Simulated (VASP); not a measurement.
Wanted: the native input for a VASP 6.6.1 run.

| Quantity | Value |
| --- | --- |
| Task | single point |
| Functional | PBEsol |
| Potentials or basis | VASP PAW PBE potentials, release 64 (Si, C) |
| Cutoff | 600 eV |
| k mesh | 10 × 10 × 10 |
| Occupations | fermi-dirac, width 0.05 eV |
| Spin | no spin polarisation |
| Dipole correction | no |
| Further INCAR settings | ALGO = Normal; EDIFF = 1e-06; NBANDS = 11 |

The structure of SiC (Moissanite 3C) lies in POSCAR:

```
SiC
1.0
    0.0000000000      2.1720356003      2.1720356003
    2.1720356003      0.0000000000      2.1720356003
    2.1720356003      2.1720356003      0.0000000000
Si C
1 1
Direct
    0.0000000000      0.0000000000      0.0000000000
    0.7500000000      0.7500000000      0.7500000000
```

The input as run:

INCAR

```
ALGO = Normal
EDIFF = 1E-6
ENCUT = 600
GGA = PS
GGA_COMPAT = False
ISIF = 2
ISMEAR = -1
LASPH = True
LCHARG = True
LELF = True
LREAL = False
LVHAR = True
LWAVE = False
NBANDS = 11
NELM = 120
PREC = Accurate
SIGMA = 0.05
```

KPOINTS

```
k-points
0
Gamma
  10 10 10
```

Potentials or basis: VASP PAW PBE potentials, release 64 (Si, C).

Launch:

```console
$ cat potpaw_PBE.64/Si/POTCAR potpaw_PBE.64/C/POTCAR > POTCAR
$ mpirun -np 1 vasp_std > vasp.out
```

Results of the run:

- Pressure: 2.2 GPa
- Band gap on the k mesh: 1.23 eV, indirect (least direct gap 4.45 eV)

Caveat: the PAW data sets were made with another functional, which shifts forces and pressure a little.

Run time: 11 s on 1 thread of Intel(R) Xeon(R) Platinum 8488C (Sapphire Rapids) (shared host), peak memory 0.15 GiB.
